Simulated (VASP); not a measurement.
SiC:

```
CELL_PARAMETERS angstrom
3.07569 0.00000 0.00000
-1.53785 2.66363 0.00000
0.00000 0.00000 10.07065
ATOMIC_POSITIONS crystal
Si 0.66667 0.33333 0.93784
Si 0.33333 0.66667 0.43784
Si 0.00000 0.00000 0.68789
Si 0.00000 0.00000 0.18789
C 0.66667 0.33333 0.74980
C 0.33333 0.66667 0.24980
C 0.00000 0.00000 0.50046
C 0.00000 0.00000 0.00046
```

```yaml
Program: VASP 6.6.1
Task: relaxation of cell and atoms
Functional: PBE
Potentials_or_basis: VASP PAW PBE potentials, release 64 (Si, C)
Cutoff: 600 eV
k_mesh: 12 × 12 × 4
Occupations: gaussian, width 0.02 eV
Spin: no spin polarisation
```

At the start: pressure 3.7 GPa; volume 10.31 Å³/atom.

How do energy, volume and symmetry change on relaxing?

Over 7 steps the energy falls by 2.0 meV/atom and the volume is 10.49 Å³/atom (+1.7 %); space group P6_3mc (No. 186, to 0.05 Å).

Step by step:
| step | energy change (eV) | largest force (eV/Å) | pressure (GPa) | volume (Å³) |
| --- | --- | --- | --- | --- |
| 1 | 0.0000 | 0.0055 | 3.72 | 82.50 |
| 2 | 0.0009 | 0.0173 | -3.60 | 85.40 |
| 3 | -0.0161 | 0.0065 | 0.00 | 83.91 |
| 4 | -0.0161 | 0.0063 | 0.07 | 83.88 |
| 5 | -0.0161 | 0.0043 | 0.07 | 83.89 |
| 6 | -0.0161 | 0.0009 | 0.07 | 83.89 |
| 7 | -0.0161 | 0.0003 | 0.04 | 83.90 |

Final structure:
```xyz
8
Lattice="3.0931 0.0000 0.0000 -1.5465 2.6787 0.0000 0.0000 0.0000 10.1261" Properties=species:S:1:pos:R:3 pbc="T T T"
Si    1.5465    0.8929    9.4967
Si    0.0000    1.7858    4.4337
Si   -1.5465    2.6787    6.9657
Si    0.0000    0.0000    1.9027
C     1.5465    0.8929    7.5926
C     0.0000    1.7858    2.5296
C     3.0931    0.0000    5.0676
C    -1.5465    2.6787    0.0045
```
